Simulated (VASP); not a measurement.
The system is KF.

```
K F
1.0
     3.25872    0.00000    0.00000
     0.00000    3.25872    0.00000
     0.00000    0.00000    3.25872
K F
1 1
Direct
  0.00000 0.00000 0.00000
  0.50000 0.50000 0.50000
```

- Program: VASP 6.6.1
- Task: relaxation of cell and atoms
- Functional: LDA
- Potentials or basis: VASP PAW LDA potentials, release 64 (K_sv, F)
- Cutoff: 600 eV
- k mesh: 8 × 8 × 8
- Occupations: fermi-dirac, width 0.02 eV
- Spin: no spin polarisation

At the start: pressure -5.7 GPa; volume 17.30 Å³/atom.

Q: Where does the relaxation end?

A: Over 4 steps the energy falls by 54.7 meV/atom and the volume is 14.70 Å³/atom (-15.0 %); space group Pm-3m (No. 221, to 0.05 Å).

The path:
| step | energy change (eV) | largest force (eV/Å) | pressure (GPa) | volume (Å³) |
| --- | --- | --- | --- | --- |
| 1 | 0.0000 | 0.0000 | -5.71 | 34.61 |
| 2 | -0.0860 | 0.0000 | -3.19 | 31.61 |
| 3 | -0.1091 | 0.0000 | -0.41 | 29.66 |
| 4 | -0.1094 | 0.0000 | 0.05 | 29.40 |

Final structure:
```
K F
1.0
     3.08633    0.00000    0.00000
     0.00000    3.08633    0.00000
     0.00000    0.00000    3.08633
K F
1 1
Direct
  0.00000 0.00000 0.00000
  0.50000 0.50000 0.50000
```

Caveat: the volume moved by over 15 % at a fixed basis, so the end points are rough.
